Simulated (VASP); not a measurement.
# Si (Fd-3m) in VASP: notebook, part 2 of 2

VASP 6.6.1. Earlier steps stand in the parts before.

## Step 5: Electric field gradients, PBE (volume scaled by 0.94)

Contents of INCAR:

```
PREC     = Accurate       # precision mode
ENCUT    = 520            # plane-wave cutoff, eV
EDIFF    = 1E-8           # SCF threshold, eV
ISMEAR   = -1             # smearing method
SIGMA    = 0.08           # smearing width, eV
LREAL    = F              # projectors in reciprocal space
LASPH    = T              # aspherical terms in the spheres
NELM     = 100            # most SCF steps
ALGO     = Normal         # electronic algorithm
ISIF     = 2              # what is computed and relaxed
LWAVE    = F              # write WAVECAR
LCHARG   = F              # write CHGCAR
GGA      = PE             # functional
LEFG     = T            
NBANDS   = 11             # bands
```

Contents of KPOINTS:

```
regular mesh
0
Gamma
  11 11 11
```

Contents of POSCAR:

```
Si
1.0
    0.0000000000      2.6600366906      2.6600366906
    2.6600366906      0.0000000000      2.6600366906
    2.6600366906      2.6600366906      0.0000000000
Si
2
Direct
    0.5000000000      0.5000000000      0.5000000000
    0.7500000000      0.7500000000      0.7500000000
```

Potentials or basis: VASP PAW PBE potentials, release 64 (Si).

The run is started by

```sh
> cat potpaw_PBE.64/Si/POTCAR > POTCAR
> mpirun -np 1 vasp_std > vasp.out
```

OUTCAR:

```text
PREC = Accurate
   ENCUT = 520
   EDIFF = 1E-8
   ISMEAR = -1
   LREAL = F
   LASPH = T
   NELM = 100
   ISIF = 2
   GGA = PE

 ion  position               nearest neighbor table
   1  0.500  0.500  0.500-   2 2.30   2 2.30   2 2.30   2 2.30
   2  0.750  0.750  0.750-   1 2.30   1 2.30   1 2.30   1 2.30

  LATTYP: Found a face centered cubic cell.
 ALAT       =     5.3200733812

  Lattice vectors:

 A1 = (   0.0000000000,   2.6600366906,   2.6600366906)
 A2 = (   2.6600366906,   0.0000000000,   2.6600366906)
 A3 = (   2.6600366906,   2.6600366906,   0.0000000000)

Analysis of symmetry for initial positions (statically):
=====================================================================
 Subroutine PRICEL returns:
 Original cell was already a primitive cell.

 Routine SETGRP: Setting up the symmetry group for a
 face centered cubic supercell.

 Subroutine GETGRP returns: Found 48 space group operations
 (whereof 24 operations were pure point group operations)
 out of a pool of 48 trial point group operations.

The static configuration has the point symmetry T_d .
 The point group associated with its full space group is O_h .

Analysis of symmetry for dynamics (positions and initial velocities):
=====================================================================
 Subroutine PRICEL returns:
 Original cell was already a primitive cell.

 Routine SETGRP: Setting up the symmetry group for a
 face centered cubic supercell.

 Subroutine GETGRP returns: Found 48 space group operations
 (whereof 24 operations were pure point group operations)
 out of a pool of 48 trial point group operations.

The dynamic configuration has the point symmetry T_d .
 The point group associated with its full space group is O_h .

 Subroutine INISYM returns: Found 48 space group operations
 (whereof 24 operations are pure point group operations),
 and found     1 'primitive' translations

----------------------------------------------------------------------------------------

                                     Primitive cell

  volume of cell :      37.6437

  direct lattice vectors                    reciprocal lattice vectors
     0.000000000  2.660036691  2.660036691    -0.187967332  0.187967332  0.187967332
     2.660036691  0.000000000  2.660036691     0.187967332 -0.187967332  0.187967332
     2.660036691  2.660036691  0.000000000     0.187967332  0.187967332 -0.187967332

  length of vectors
     3.761859964  3.761859964  3.761859964     0.325568969  0.325568969  0.325568969

  position of ions in fractional coordinates (direct lattice)
     0.500000000  0.500000000  0.500000000
     0.750000000  0.750000000  0.750000000

  ion indices of the primitive-cell ions
   primitive index   ion index
                 1           1
                 2           2

----------------------------------------------------------------------------------------

[... 72 lines left out ...]
   NSW    =      0    number of steps for IOM
   IBRION =     -1    ionic relax: 0-MD 1-quasi-New 2-CG
   NFREE  =      0    steps in history (QN), initial steepest desc. (CG)
   ISIF   =      2    stress and relaxation
   ISYM   =      2    0-nonsym 1-usesym 2-fastsym
   POTIM  = 0.5000    time-step for ionic-motion
   TEBEG  =    0.0;   TEEND  =   0.0 temperature during run
   PSTRESS=    0.0 pullay stress
   NELECT =       8.0000    total number of electrons
   NUPDOWN=      -1.0000    fix difference up-down
   EMIN   =  10.00;   EMAX   =-10.00  energy-range for DOS
   EFERMI =   0.00;   METHOD = LEGACY
   ISMEAR =    -1;   SIGMA  =   0.08  broadening in eV -4-tet -1-fermi 0-gaus
   EFERMI_NEDOS =   21; number of points for ismear=-14 and -15
   IALGO  =     38    algorithm
   IMIX   =      4    mixing-type and parameters
     AMIX     =   0.40;   BMIX     =  1.00
     AMIX_MAG =   1.60;   BMIX_MAG =  1.00
  volume/ion in A,a.u.               =      18.82       127.02
  Fermi-wavevector in a.u.,A,eV,Ry     =   0.976953  1.846174 12.985918  0.954438
  Thomas-Fermi vector in A             =   2.107613
   LORBIT       =      0    0 simple, 1 ext, 2 COOP (PROOUT), +10 PAW based schemes
   GGA     = PE    functional components
[... 5 lines left out ...]
 non-spin polarized calculation
  energy-cutoff  :      520.00
  volume of cell :       37.64
 maximum number of plane-waves:      1028
   NGX = 13   NGY = 13   NGZ = 13

 number of electron       8.0000000 magnetization

 Free energy of the ion-electron system (eV)
  ---------------------------------------------------
  ext. energy  EPLUGINS =         0.00000000
  ---------------------------------------------------
  free energy    TOTEN  =       -10.76707897 eV

  energy without entropy =      -10.76654655  energy(sigma->0) =      -10.76681276

 E-fermi :   6.6848     XC(G=0):  -9.6529

 val. band max:        6.4682049560   @ k =   0.0000   0.0000   0.0000
 cond. band min:       6.9399720982   @ k =   0.4545   0.4545   0.0000
 fundamental gap:      0.4717671421
 Fermi energy:         6.6848207361

 k-point     1 :       0.0000    0.0000    0.0000
  band No.  band energies     occupation
      1      -5.9257      2.00000
      2       6.4682      1.87496
      3       6.4682      1.87496
      4       6.4682      1.87496
      5       9.0567      0.00000
      6       9.0567      0.00000
      7       9.0567      0.00000
      8      10.5697      0.00000
      9      14.2164      0.00000
     10      14.2164      0.00000
     11      14.6796      0.00000
[... 309 lines left out ...]
 k-point    24 :      -0.1818    0.1818    0.0000
  band No.  band energies     occupation
      1      -4.7388      2.00000
      2       2.3299      2.00000
      3       3.6079      2.00000
      4       5.7548      1.99998
      5       9.6124      0.00000
      6      10.2929      0.00000
      7      10.6320      0.00000
      8      12.4079      0.00000
      9      12.4993      0.00000
     10      16.9572      0.00000
     11      17.4859      0.00000

 [... further k-points ...]
[... 5 lines left out ...]
  --------------------------------------------------------------------------------------
  -------------------------------------------------------------------------------------
  Total        2.0570436      2.0570436      2.0570436      0.0000000     -0.0000000      0.0000000
  in kB       87.5510206     87.5510206     87.5510206      0.0000000     -0.0000000      0.0000000
  external PRESSURE =      87.5510206 kB  Pullay stress =       0.0000000 kB

 VOLUME and BASIS-vectors are now :
 -----------------------------------------------------------------------------
  energy-cutoff  :      520.00
  volume of cell :       37.64
      direct lattice vectors                 reciprocal lattice vectors
     0.000000000  2.660036691  2.660036691    -0.187967332  0.187967332  0.187967332
     2.660036691  0.000000000  2.660036691     0.187967332 -0.187967332  0.187967332
     2.660036691  2.660036691  0.000000000     0.187967332  0.187967332 -0.187967332

 POSITION                                       TOTAL-FORCE (eV/Angst)
 -----------------------------------------------------------------------------------
      2.66004      2.66004      2.66004        -0.000000     -0.000000     -0.000000
      3.99006      3.99006      3.99006         0.000000      0.000000      0.000000
 -----------------------------------------------------------------------------------
    total drift:                                0.000000      0.000000     -0.000000

  FREE ENERGIE OF THE ION-ELECTRON SYSTEM (eV)
  ---------------------------------------------------
  free  energy   TOTEN  =       -10.7670789705 eV

  energy  without entropy=      -10.7665465480  energy(sigma->0) =      -10.76681276

 Electric field gradients (V/A^2)
---------------------------------------------------------------------
 ion       V_xx      V_yy      V_zz      V_xy      V_xz      V_yz
---------------------------------------------------------------------
   1      -0.000     0.000    -0.000    -0.000    -0.000    -0.000
   2      -0.000     0.000    -0.000    -0.000    -0.000    -0.000
---------------------------------------------------------------------

 Electric field gradients after diagonalization (V/A^2)
 (convention: |V_zz| > |V_xx| > |V_yy|)
----------------------------------------------------------------------
 ion       V_xx      V_yy      V_zz     asymmetry (V_yy - V_xx)/ V_zz
----------------------------------------------------------------------
   1       0.000     0.000    -0.000       0.000
   2       0.000     0.000    -0.000       0.000
----------------------------------------------------------------------

           NMR quadrupolar parameters

 Cq : quadrupolar parameter    Cq=e*Q*V_zz/h
 eta: asymmetry parameters     (V_yy - V_xx)/ V_zz
 Q  : nuclear electric quadrupole moment in mb (millibarn)
----------------------------------------------------------------------
 ion       Cq(MHz)       eta       Q (mb)
----------------------------------------------------------------------
   1      -0.000       0.000       1.000
   2      -0.000       0.000       1.000
----------------------------------------------------------------------
```

Run time: 31 s. Hardware: 1 thread of Intel Xeon 8259CL, shared host; peak memory 0.16 GiB.

Results:

- Free energy: -10.7671 eV
- Pressure: 8.8 GPa
- Band gap on the k mesh: 0.47 eV, indirect (least direct gap 2.59 eV)

Levels at points of the mesh, in eV from the valence-band top:
```tsv
k point	band 2	band 3	band 4	band 5	band 6	band 7
(0.00, 0.00, 0.00)	0.00	0.00	0.00	2.59	2.59	2.59
```

Caveat: without QUAD_EFG the Cq values of the log hold for a quadrupole moment of 1 mb, not for the nuclei. A k mesh can miss the band edges.

## Step 6: Summary

```tsv
task	cell	k mesh for the DOS	occupations for the DOS	gap on the mesh (eV)	pressure (GPa)
electric field gradients	a = 3.916 Å, angles 60.0°, 2 atoms	-	-	0.70	-3.1
density of states	a = 3.840 Å, angles 60.0°, 2 atoms	17 × 17 × 17	tetrahedron	-	-
electric field gradients	a = 3.762 Å, angles 60.0°, 2 atoms	-	-	0.47	8.8
```

Alike in all rows: level PBE; potentials or basis VASP PAW PBE potentials, release 64 (Si); no spin polarisation; k mesh 11 × 11 × 11; cutoff (eV) 520; smearing fermi-dirac 0.08 eV.

Absolute energies hang on the potentials; compare differences alone.
